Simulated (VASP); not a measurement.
# MoS2 (R3m) in VASP: notebook

MoS2 is run at these levels: PBEsol; tasks: single point.

All numbers are computed with VASP 6.6.1; they aren't measurements. Logs are shortened: lines on timing, memory, paths and dates and some standing lists are left out, and cuts for length are marked.

### 1 The cell of the first run

The structure is trigonal, space group R3m (No. 160). The conventional cell has a = 3.206 Å, b = 3.206 Å, c = 19.232 Å, α = 90.00°, β = 90.00°, γ = 120.00°. Within 3.3 Å of Mo (site symmetry 3m) lie 6 S at 2.41 Å and 6 Mo at 3.21 Å. Within 3.3 Å of S (site symmetry 3m) lie 3 Mo at 2.41 Å and 7 S at 3.08 to 3.21 Å. S (site symmetry 3m) has 3 Mo at 2.41 Å and 7 S at 3.08 to 3.21 Å within 3.3 Å.

### 2 Single point, PBEsol (equal strain along all axes, cell held: +2.0 %, then relaxed in part)

INCAR reads:

```
SYSTEM = MoS2
ALGO = Normal ; EDIFF = 1E-6
ENCUT = 520 ; GGA = PS
ISIF = 2 ; ISMEAR = 0
LASPH = .TRUE. ; LCHARG = .FALSE.
LREAL = .FALSE. ; LWAVE = .FALSE.
NBANDS = 49 ; NELM = 60
PREC = Accurate ; SIGMA = 0.02
```

KPOINTS reads:

```
k-points
0
G
  12 12 2
  0 0 0
```

POSCAR reads:

```
MoS2
1.0
    3.2059311362      0.0000000000      0.0000000000
   -1.6029655681      2.7764178067      0.0000000000
    0.0000000000      0.0000000000     19.2322818697
Mo S
3 6
Direct
    0.0000000000      0.0000000000      0.0002270581
    0.6666666667      0.3333333333      0.3335603914
    0.3333333333      0.6666666667      0.6668937248
    0.3333333333      0.6666666667      0.2535993728
    0.6666666667      0.3333333333      0.0801725691
    0.0000000000      0.0000000000      0.5869327061
    0.3333333333      0.6666666667      0.4135059024
    0.6666666667      0.3333333333      0.9202660395
    0.0000000000      0.0000000000      0.7468392357
```

Potentials or basis: VASP PAW PBE potentials, release 64 (Mo_sv, S).

Run with:

```console
$ cat potpaw_PBE.64/Mo_sv/POTCAR potpaw_PBE.64/S/POTCAR > POTCAR
$ mpirun -np 1 vasp_std > vasp.out
```

OUTCAR:

```text
SYSTEM = MoS2
   EDIFF = 1E-6
   ENCUT = 520
   GGA = PS
   ISIF = 2
   ISMEAR = 0
   LASPH = .TRUE.
   LREAL = .FALSE.
   NELM = 60
   PREC = Accurate

 ion  position               nearest neighbor table
   1  0.000  0.000  0.000-   5 2.41   5 2.41   5 2.41   8 2.41   8 2.41   8 2.41
   2  0.667  0.333  0.334-   7 2.41   7 2.41   7 2.41   4 2.41   4 2.41   4 2.41
   3  0.333  0.667  0.667-   9 2.41   9 2.41   9 2.41   6 2.41   6 2.41   6 2.41
   4  0.333  0.667  0.254-   2 2.41   2 2.41   2 2.41
   5  0.667  0.333  0.080-   1 2.41   1 2.41   1 2.41
   6  0.000  0.000  0.587-   3 2.41   3 2.41   3 2.41
   7  0.333  0.667  0.414-   2 2.41   2 2.41   2 2.41
   8  0.667  0.333  0.920-   1 2.41   1 2.41   1 2.41
   9  0.000  0.000  0.747-   3 2.41   3 2.41   3 2.41

  LATTYP: Found a hexagonal cell.
 ALAT       =     3.2059311362
 C/A-ratio  =     5.9989691146

  Lattice vectors:

 A1 = (   3.2059311362,   0.0000000000,   0.0000000000)
 A2 = (  -1.6029655681,   2.7764178067,   0.0000000000)
 A3 = (   0.0000000000,   0.0000000000,  19.2322818697)

Analysis of symmetry for initial positions (statically):
=====================================================================
 Subroutine PRICEL returns following result:

  LATTYP: Found a trigonal (rhomboedric) cell.
 ALAT       =     6.6726194189
 COS(alpha) =     0.8845787767

  Lattice vectors:

 A1 = (   1.6029655679,  -0.9254726021,  -6.4107606226)
 A2 = (  -1.6029655678,  -0.9254726024,  -6.4107606245)
 A3 = (  -0.0000000002,   1.8509452046,  -6.4107606226)

   3 primitive cells build up your supercell.

 Routine SETGRP: Setting up the symmetry group for a
 hexagonal supercell.

 Subroutine GETGRP returns: Found  6 space group operations
 (whereof  6 operations were pure point group operations)
 out of a pool of 24 trial point group operations.

The static configuration has the point symmetry C_3v.

Analysis of symmetry for dynamics (positions and initial velocities):
=====================================================================
 Subroutine PRICEL returns following result:

  LATTYP: Found a trigonal (rhomboedric) cell.
 ALAT       =     6.6726194189
 COS(alpha) =     0.8845787767

  Lattice vectors:

 A1 = (   1.6029655679,  -0.9254726021,  -6.4107606226)
 A2 = (  -1.6029655678,  -0.9254726024,  -6.4107606245)
 A3 = (  -0.0000000002,   1.8509452046,  -6.4107606226)

   3 primitive cells build up your supercell.

 Routine SETGRP: Setting up the symmetry group for a
 hexagonal supercell.

 Subroutine GETGRP returns: Found  6 space group operations
 (whereof  6 operations were pure point group operations)
 out of a pool of 24 trial point group operations.

The dynamic configuration has the point symmetry C_3v.

 Subroutine INISYM returns: Found  6 space group operations
 (whereof  6 operations are pure point group operations),
 and found     3 'primitive' translations

----------------------------------------------------------------------------------------

                                     Primitive cell

  volume of cell :      57.0622

  direct lattice vectors                    reciprocal lattice vectors
     1.602965568 -0.925472602 -6.410760623     0.311921859 -0.180088169 -0.051995910
    -1.602965568 -0.925472602 -6.410760625    -0.311921859 -0.180088169 -0.051995910
    -0.000000000  1.850945205 -6.410760623     0.000000000  0.360176339 -0.051995910

  length of vectors
     6.672619419  6.672619421  6.672619419     0.363910112  0.363910112  0.363910112

  position of ions in fractional coordinates (direct lattice)
     0.999772942  0.999772942  0.999772942
     0.413067294  0.413067294  0.413067294
     0.253160764  0.253160764  0.253160764

  ion indices of the primitive-cell ions
   primitive index   ion index
                 1           1
                 2           6
                 3           9

----------------------------------------------------------------------------------------

 KPOINTS: k-points

Automatic generation of k-mesh.
 Grid dimensions read from file:
 generate k-points for:   12   12    2

 Generating k-lattice:

  Cartesian coordinates                     Fractional coordinates (reciprocal lattice)
     0.025993488  0.015007347  0.000000000     0.083333333 -0.000000000  0.000000000
     0.000000000  0.030014695  0.000000000     0.000000000  0.083333333  0.000000000
     0.000000000  0.000000000  0.025997955     0.000000000  0.000000000  0.500000000

  Length of vectors
     0.030014695  0.030014695  0.025997955

  Shift w.r.t. Gamma in fractional coordinates (k-lattice)
     0.000000000  0.000000000  0.000000000

 Subroutine IBZKPT returns following result:
 ===========================================

 Found     38 irreducible k-points:

 Following reciprocal coordinates:
            Coordinates               Weight
  0.000000  0.000000  0.000000      1.000000
  0.083333  0.000000  0.000000      6.000000
  0.166667  0.000000  0.000000      6.000000
  0.250000  0.000000  0.000000      6.000000
  0.333333  0.000000  0.000000      6.000000
  0.416667 -0.000000  0.000000      6.000000
[... 16 lines left out ...]
  0.250000  0.000000  0.500000      6.000000
  0.333333  0.000000  0.500000      6.000000
 [... further k-points ...]
   k-points           NKPTS =     38   k-points in BZ     NKDIM =     38   number of bands    NBANDS=     49
   number of dos      NEDOS =    301   number of ions     NIONS =      9
   total plane-waves  NPLWV =  82944
   dimension x,y,z NGX =    24 NGY =   24 NGZ =  144
   dimension x,y,z NGXF=    48 NGYF=   48 NGZF=  288
   ions per type =               3   6
   NGX,Y,Z   is equivalent  to a cutoff of  12.45, 12.45, 12.45 a.u.
   NGXF,Y,Z  is equivalent  to a cutoff of  24.89, 24.89, 24.90 a.u.
 SYSTEM =  MoS2
   PREC   = accura    normal or accurate (medium, high low for compatibility)
   ISTART =      0    job   : 0-new  1-cont  2-samecut
   ICHARG =      2    charge: 1-file 2-atom 10-const
   ISPIN  =      1    spin polarized calculation?
   LNONCOLLINEAR =      F non collinear calculations
   LSORBIT =      F    spin-orbit coupling
   LASPH  =      T    aspherical Exc in radial PAW
   ENCUT  =  520.0 eV  38.22 Ry    6.18 a.u.   5.96  5.96 35.76*2*pi/ulx,y,z
   NELM   =     60;   NELMIN=  2; NELMDL= -5     # of ELM steps
   EDIFF  = 0.1E-05   stopping-criterion for ELM
   LREAL  =      F    real-space projection
   EDIFFG = 0.1E-04   stopping-criterion for IOM
   NSW    =      0    number of steps for IOM
   IBRION =     -1    ionic relax: 0-MD 1-quasi-New 2-CG
   NFREE  =      0    steps in history (QN), initial steepest desc. (CG)
   ISIF   =      2    stress and relaxation
   ISYM   =      2    0-nonsym 1-usesym 2-fastsym
   POTIM  = 0.5000    time-step for ionic-motion
   TEBEG  =    0.0;   TEEND  =   0.0 temperature during run
   PSTRESS=    0.0 pullay stress
   NELECT =      78.0000    total number of electrons
   NUPDOWN=      -1.0000    fix difference up-down
   EMIN   =  10.00;   EMAX   =-10.00  energy-range for DOS
   EFERMI =   0.00;   METHOD = LEGACY
   ISMEAR =     0;   SIGMA  =   0.02  broadening in eV -4-tet -1-fermi 0-gaus
   EFERMI_NEDOS =   21; number of points for ismear=-14 and -15
   IALGO  =     38    algorithm
   IMIX   =      4    mixing-type and parameters
     AMIX     =   0.40;   BMIX     =  1.00
     AMIX_MAG =   1.60;   BMIX_MAG =  1.00
  volume/ion in A,a.u.               =      19.02       128.36
  Fermi-wavevector in a.u.,A,eV,Ry     =   1.259746  2.380575 21.591912  1.586961
  Thomas-Fermi vector in A             =   2.393291
   LORBIT       =      0    0 simple, 1 ext, 2 COOP (PROOUT), +10 PAW based schemes
   GGA     = PS    functional components
   LHFCALC =     F    Hartree Fock is set to
   AEXX    =    0.0000 exact exchange contribution
   IVDW    =     0    specifies the selected vdW correction
   LEPSILON=     F    determine dielectric tensor
   LRPA    =     F    only Hartree local field effects (RPA)
 non-spin polarized calculation
 Gauss-broadening in eV      SIGMA  =   0.02
  energy-cutoff  :      520.00
  volume of cell :      171.19
 maximum number of plane-waves:      4654
 NGX is ok and might be reduce to    24
   NGX = 11   NGY = 11   NGZ = 71

 number of electron      78.0000001 magnetization

 Free energy of the ion-electron system (eV)
  ---------------------------------------------------
  ext. energy  EPLUGINS =         0.00000000
  ---------------------------------------------------
  free energy    TOTEN  =       -70.23942936 eV

  energy without entropy =      -70.23942936  energy(sigma->0) =      -70.23942936

 E-fermi :   6.8731     XC(G=0): -10.5631

 val. band max:        6.6302706770   @ k =   0.0000   0.0000   0.5000
 cond. band min:       7.4894935607   @ k =   0.3333   0.3333   0.5000
 fundamental gap:      0.8592228837
 Fermi energy:         6.8731470368

 k-point     1 :       0.0000    0.0000    0.0000
  band No.  band energies     occupation
      1     -54.8053      2.00000
      2     -54.8053      2.00000
      3     -54.8053      2.00000
      4     -28.9730      2.00000
      5     -28.9730      2.00000
      6     -28.9730      2.00000
[... 41 lines left out ...]
     48       8.9997      0.00000
     49       9.0362      0.00000

 k-point     2 :       0.0833    0.0000    0.0000
  band No.  band energies     occupation
      1     -54.8030      2.00000
      2     -54.8030      2.00000
      3     -54.8030      2.00000
      4     -28.9683      2.00000
      5     -28.9683      2.00000
      6     -28.9682      2.00000
[... 41 lines left out ...]
     48       8.8606      0.00000
     49       8.9077      0.00000

 k-point     3 :       0.1667    0.0000    0.0000
  band No.  band energies     occupation
      1     -54.7967      2.00000
      2     -54.7967      2.00000
      3     -54.7967      2.00000
      4     -28.9553      2.00000
      5     -28.9553      2.00000
      6     -28.9553      2.00000
[... 41 lines left out ...]
     48       8.7004      0.00000
     49       9.2677      0.00000

 k-point     4 :       0.2500    0.0000    0.0000
  band No.  band energies     occupation
      1     -54.7880      2.00000
      2     -54.7880      2.00000
      3     -54.7880      2.00000
      4     -28.9678      2.00000
      5     -28.9678      2.00000
      6     -28.9678      2.00000
[... 977 lines left out ...]
     48       8.7029      0.00000
     49       9.2936      0.00000

 k-point    23 :       0.2500    0.0000    0.5000
  band No.  band energies     occupation
      1     -54.7880      2.00000
      2     -54.7880      2.00000
      3     -54.7880      2.00000
      4     -28.9678      2.00000
      5     -28.9678      2.00000
      6     -28.9678      2.00000
[... 41 lines left out ...]
     48       9.0801      0.00000
     49       9.6775      0.00000

 k-point    24 :       0.3333    0.0000    0.5000
  band No.  band energies     occupation
      1     -54.7793      2.00000
      2     -54.7793      2.00000
      3     -54.7793      2.00000
      4     -29.0556      2.00000
      5     -29.0556      2.00000
      6     -29.0556      2.00000
[... 41 lines left out ...]
     48       9.5771      0.00000
     49       9.9823      0.00000

 [... further k-points ...]

------------------------ aborting loop because EDIFF is reached ----------------------------------------

  FORCE on cell =-STRESS in cart. coord.  units (eV):
  Direction    XX          YY          ZZ          XY          YZ          ZX
  --------------------------------------------------------------------------------------
  -------------------------------------------------------------------------------------
  Total       -5.4934395     -5.4934395     -0.4407894      0.0000000     -0.0000000      0.0000000
  in kB      -51.4144388    -51.4144388     -4.1254552      0.0000000     -0.0000000      0.0000000
  external PRESSURE =     -35.6514442 kB  Pullay stress =       0.0000000 kB

 VOLUME and BASIS-vectors are now :
 -----------------------------------------------------------------------------
  energy-cutoff  :      520.00
  volume of cell :      171.19
      direct lattice vectors                 reciprocal lattice vectors
     3.205931136  0.000000000  0.000000000     0.311921859  0.180088169  0.000000000
    -1.602965568  2.776417807  0.000000000     0.000000000  0.360176339  0.000000000
     0.000000000  0.000000000 19.232281870     0.000000000  0.000000000  0.051995910

 POSITION                                       TOTAL-FORCE (eV/Angst)
 -----------------------------------------------------------------------------------
      0.00000      0.00000      0.00437         0.000000      0.000000     -0.000623
      1.60297      0.92547      6.41513         0.000000      0.000000     -0.000623
     -0.00000      1.85095     12.82589         0.000000      0.000000     -0.000623
     -0.00000      1.85095      4.87729        -0.000000     -0.000000     -0.003241
      1.60297      0.92547      1.54190        -0.000000      0.000000      0.003864
      0.00000      0.00000     11.28806        -0.000000     -0.000000     -0.003241
     -0.00000      1.85095      7.95266        -0.000000      0.000000      0.003864
      1.60297      0.92547     17.69882        -0.000000     -0.000000     -0.003241
      0.00000      0.00000     14.36342        -0.000000      0.000000      0.003864
 -----------------------------------------------------------------------------------
    total drift:                                0.000000      0.000000     -0.000250

  FREE ENERGIE OF THE ION-ELECTRON SYSTEM (eV)
  ---------------------------------------------------
  free  energy   TOTEN  =       -70.2394293636 eV

  energy  without entropy=      -70.2394293636  energy(sigma->0) =      -70.23942936
```

Run time: 5 min. Hardware: 1 thread of Intel Xeon Platinum 8259CL at 2.50GHz (Skylake/Cascade Lake), shared host; peak memory 0.4 GiB.

What came out:

* Free energy: -70.2394 eV
* Pressure: -3.6 GPa
* Largest force: 0.004 eV/Å
* Band gap on the k mesh: 0.86 eV

Forces in eV/Å, atoms in the order of the input:
```
Mo   0.000  0.000 -0.001
Mo   0.000  0.000 -0.001
Mo   0.000  0.000 -0.001
S    0.000  0.000 -0.003
S    0.000  0.000  0.004
S    0.000  0.000 -0.003
S    0.000  0.000  0.004
S    0.000  0.000 -0.003
S    0.000  0.000  0.004
```

Caveat: the cell differs from its parent crystal (equal strain along all axes, cell held: +2.0 %, then relaxed in part); the cell stands under tension; the PAW data sets were made with another functional, which shifts forces and pressure a little; this functional lacks dispersion, which binds the layers, so the pressure and a relaxed spacing across them are unreliable.

(Continued in part 2 of 2.)
